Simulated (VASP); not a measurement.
CoSbH4:

```
Co Sb H
1.0
     2.63038   -2.68304    0.00000
     2.63038    2.68304    0.00000
     0.00000    0.00000    6.03379
Co Sb H
1 1 4
Direct
  0.50000 0.50000 0.50000
  0.00000 0.00000 0.50000
  0.58311 0.58311 0.75593
  0.41689 0.41689 0.75593
  0.41689 0.41689 0.24407
  0.58311 0.58311 0.24407
```

| Property | Result |
| --- | --- |
| Program | VASP 6.6.1 |
| Task | relaxation of cell and atoms |
| Functional | PBE |
| Potentials or basis | VASP PAW PBE potentials, release 64 (Co, Sb, H) |
| Cutoff | 600 eV |
| k mesh | 8 × 8 × 6 |
| Occupations | gaussian, width 0.1 eV |
| Spin | no spin polarisation |

At the start: pressure -0.3 GPa; volume 14.19 Å³/atom.

Problem. How do energy, volume and symmetry change on relaxing?

Solution. Over 36 steps the energy falls by 9.3 meV/atom and the volume is 12.16 Å³/atom (-14.3 %); space group Cmmm (No. 65, to 0.1 Å) before and after.

Step by step:
```tsv
step	energy change (eV)	largest force (eV/Å)	pressure (GPa)	volume (Å³)
1	0.0000	0.0766	-0.26	85.17
2	-0.0009	0.0618	0.01	84.88
3	-0.0009	0.0626	0.00	84.88
4	-0.0016	0.0474	-0.06	84.75
5	-0.0026	0.0064	-0.11	84.36
6	-0.0033	0.0045	-0.07	84.22
7	-0.0053	0.0044	-0.09	83.81
8	-0.0092	0.0160	-0.17	82.98
9	-0.0173	0.0384	-0.22	81.33
10	-0.0326	0.0786	-0.33	77.99
11	-0.0293	0.1615	0.29	71.26
12	-0.0383	0.1521	0.02	75.05
13	-0.0365	0.1771	0.16	72.83
14	-0.0380	0.1722	0.14	73.51
15	-0.0386	0.1661	0.12	73.38
16	-0.0399	0.1476	0.08	73.00
17	-0.0410	0.1097	0.02	72.24
18	-0.0421	0.1036	0.01	72.27
19	-0.0453	0.0856	-0.01	72.36
20	-0.0501	0.0537	0.01	72.55
21	-0.0539	0.0525	0.10	72.90
22	-0.0544	0.0320	0.06	72.96
23	-0.0552	0.0402	-0.15	73.12
24	-0.0556	0.0028	-0.12	73.08
25	-0.0557	0.0200	-0.02	73.05
26	-0.0557	0.0152	-0.02	73.06
27	-0.0557	0.0144	-0.18	73.06
28	-0.0557	0.0226	0.07	72.92
29	-0.0557	0.0213	0.10	72.94
30	-0.0557	0.0198	0.08	72.97
31	-0.0557	0.0168	0.03	73.01
32	-0.0557	0.0177	-0.03	73.00
33	-0.0557	0.0190	0.01	72.98
34	-0.0557	0.0193	0.02	72.97
35	-0.0557	0.0196	0.03	72.97
36	-0.0558	0.0073	0.01	72.96
```

Final structure:
```
Co Sb H
1.0
     2.61895   -2.68073    0.00000
     2.61895    2.68073    0.00000
     0.00000    0.00000    5.19586
Co Sb H
1 1 4
Cartesian
  2.6189 0.0000 2.5979
  0.0000 0.0000 2.5979
  3.0592 0.0000 4.1289
  2.1787 0.0000 4.1289
  2.1787 0.0000 1.0670
  3.0592 0.0000 1.0670
```

Caveat: the run has no spin polarisation, though such a crystal can be magnetic.
